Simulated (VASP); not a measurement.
Here is a VASP 6.6.1 calculation.

The input POSCAR:

```
NaSrBr3
1.0
    6.0758716366      0.0000000000      0.0000000000
    0.0000000000      6.0758716366      0.0000000000
    0.0000000000      0.0000000000      6.0758716366
Na Sr Br
1 1 3
Direct
    0.0000000000      0.0000000000      0.0000000000
    0.5000000000      0.5000000000      0.5000000000
    0.5000000000      0.5000000000      0.0000000000
    0.5000000000      0.0000000000      0.5000000000
    0.0000000000      0.5000000000      0.5000000000
```

INCAR.step1

```
ALGO = Normal
EDIFF = 1E-4
ENCUT = 520
GGA = PE
ISMEAR = 0
LASPH = T
LCHARG = F
LREAL = F
LWAVE = T
NBANDS = 27
NELM = 100
PREC = Accurate
SIGMA = 0.01
```

File INCAR.step2:

```
ALGO = Normal
EDIFF = 1E-7
ENCUT = 520
ISIF = 2
ISMEAR = 0
ISTART = 1
LASPH = T
LCHARG = F
LMIXTAU = T
LREAL = F
LWAVE = F
METAGGA = R2SCAN
NBANDS = 27
NELM = 100
PREC = Accurate
SIGMA = 0.01
```

File KPOINTS:

```
k-points
0
Gamma
  4 4 4
```

Potentials or basis: VASP PAW PBE potentials, release 64 (Na_pv, Sr_sv, Br).

The run is started by

```sh
$ cat potpaw_PBE.64/Na_pv/POTCAR potpaw_PBE.64/Sr_sv/POTCAR potpaw_PBE.64/Br/POTCAR > POTCAR
$ cp INCAR.step1 INCAR
$ mpirun -np 1 vasp_std > vasp.out
$ cp INCAR.step2 INCAR
$ mpirun -np 1 vasp_std > vasp.out
```

Problem. Estimate the band gap on the k mesh.

Solution. 3.68 eV (least direct gap 3.95 eV).

Problem. Estimate the pressure.

Solution. -1.1 GPa.

Caveat: the cell differs from its parent crystal (strain +2.5%); the PAW data sets were made with another functional, which shifts forces and pressure a little. A k mesh can miss the band edges.
